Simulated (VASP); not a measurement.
Pd:

```xyz
2
Lattice="0.0000 2.9478 2.9478 2.9478 0.0000 2.9478 2.9478 2.9478 0.0000" Properties=species:S:1:pos:R:3 pbc="T T T"
Pd    0.7370    0.7370    0.7370
Pd    5.1587    5.1587    5.1587
```

This isn't the form of Pd at room conditions, which is fcc.

Base run:

| Quantity | Value |
| --- | --- |
| Program | VASP 6.6.1 |
| Functional | RPBE |
| Potentials or basis | VASP PAW PBE potentials, release 64 (Pd) |
| Cutoff | 520 eV |
| k mesh | 15 × 15 × 15 |
| Occupations | fermi-dirac, width 0.05 eV |
| Spin | collinear spin |
| Starting moments | [-0.446, -0.446] μB |

Its results: pressure -0.2 GPa; net moment -0.91 μB per cell.

Problem. The run is repeated on the same cell with these changes: k mesh from 15 × 15 × 15 to 10 × 10 × 10; moments at the start from [-0.45, -0.45] to [0.5, -0.5]. What comes out?

Solution. Pressure -0.3 GPa; net moment 0.00 μB per cell.

Caveats: the PAW data sets were made with another functional, which shifts forces and pressure a little.
